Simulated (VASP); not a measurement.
Write the native input for VASP 6.6.1 that does the following.

```
Task                   : electric field gradients
Functional             : LDA
Potentials or basis    : VASP PAW LDA potentials, release 64 (Li_sv)
Cutoff                 : 520 eV
k mesh                 : 13 × 13 × 13
Occupations            : fermi-dirac, width 0.05 eV
Spin                   : no spin polarisation
Dipole correction      : no
Further INCAR settings : ALGO = Normal; EDIFF = 1e-08; NBANDS = 8
```

The structure of Li lies in POSCAR:

```
Li
1.0
   -1.7843224392      1.7843224392      1.7843224392
    1.7843224392     -1.7843224392      1.7843224392
    1.7843224392      1.7843224392     -1.7843224392
Li
1
Direct
    0.0000000000      0.0000000000      0.0000000000
```

The input as run:

INCAR

```
  PREC = Accurate
  ENCUT = 520
  EDIFF = 1E-8
  ISMEAR = -1
  SIGMA = 0.05
  LREAL = False
  LASPH = True
  NELM = 60
  ALGO = Normal
  ISIF = 2
  LWAVE = False
  LCHARG = False
  LEFG = True
  NBANDS = 8
```

KPOINTS

```
regular mesh
0
Gamma
  13 13 13
```

Potentials or basis: VASP PAW LDA potentials, release 64 (Li_sv).

The run is started by

```sh
$ cat potpaw_LDA.64/Li_sv/POTCAR > POTCAR
$ mpirun -np 1 vasp_std > vasp.out
```

It gave:

- Band gap on the k mesh: zero (an odd number of electrons rules out a gap without spin polarisation)
- Largest electric field gradient by atom: zero within the noise of the run

Wall time 13 s on 1 thread of Intel(R) Xeon(R) Platinum 8375C CPU @ 2.90GHz (Ice Lake), with other jobs on the host, peak memory 0.11 GiB.
